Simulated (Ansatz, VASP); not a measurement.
## Cd3TeSe2: VASP beside Ansatz

The input INCAR:

```
SYSTEM = Cd3TeSe2
PREC = Accurate ; ENCUT = 520
EDIFF = 1E-6 ; ISMEAR = 0
SIGMA = 0.1 ; LREAL = .False.
LASPH = .True. ; NELM = 80
ALGO = Normal ; ISIF = 2
LWAVE = .False. ; LCHARG = .True.
GGA = PE ; LELF = .True.
LVHAR = .True. ; NBANDS = 36
```

Contents of KPOINTS:

```
Automatic mesh
0
Gamma
  6 6 2
  0 0 0
```

File POSCAR:

```
Cd3TeSe2
1.0
    4.4815559000      0.0000000000      0.0000000000
   -2.2407779000      3.8811413000      0.0000000000
    0.0000000000      0.0000000000     10.9800551000
Cd Te Se
3 1 2
Direct
    0.0000000000      0.0000000000      0.0003490000
    0.3333333000      0.6666667000      0.6797230000
    0.6666667000      0.3333333000      0.3193070000
    0.3333333000      0.6666667000      0.4193400000
    0.0000000000      0.0000000000      0.7556010000
    0.6666667000      0.3333333000      0.0756800000
```

Input for Ansatz:

```yaml
crystal:
  lattice:
    - [4.4815559, 0.0, 0.0]
    - [-2.2407779, 3.8811413, 0.0]
    - [0.0, 0.0, 10.9800551]
  atoms:
    - { symbol: Cd, position: [0.0, 0.0, 0.000349] }
    - { symbol: Cd, position: [0.3333333, 0.6666667, 0.679723] }
    - { symbol: Cd, position: [0.6666667, 0.3333333, 0.319307] }
    - { symbol: Te, position: [0.3333333, 0.6666667, 0.41934] }
    - { symbol: Se, position: [0.0, 0.0, 0.755601] }
    - { symbol: Se, position: [0.6666667, 0.3333333, 0.07568] }
basis:
  ecutwfc: 420
kpoints:
  mp_grid: { grid: [6, 6, 2] }
hamiltonian:
  xc: pbe
scf:
  occupations: { method: gaussian, width: 0.1 }
  lower_state_search: "off"
output:
  forces: true
  stress: true
  eigenvalues: true
```

Alike in both runs: task single point; functional PBE; k mesh 6 × 6 × 2; occupations gaussian, width 0.1 eV; no spin polarisation.

```csv
,VASP,Ansatz
version,VASP 6.6.1,Ansatz 0.2.0
potentials or method,"VASP PAW PBE potentials, release 64 (Cd, Te, Se), cutoff 520 eV","scalar-relativistic, plane waves, PAW"
valence electrons in the cell,54,108
```

```csv
,VASP,Ansatz,Ansatz less VASP
gap on the k mesh at the Fermi level (eV),0.10,0.11,+0.003
least direct gap on the mesh (eV),0.10,0.11,+0.003
pressure (GPa),0.2,0.0,-0.19
rms of the force components (eV/Å),0.003,0.005,+0.0015
```

Atom by atom the forces differ by 0.003 eV/Å (rms over components). With one functional, cell and mesh, what is left measures potentials, basis and numerics. VASP's potentials hold 54 valence electrons a cell and Ansatz's 108, so a difference there can come from the potentials and not from the codes.

Spin-orbit coupling is off throughout.
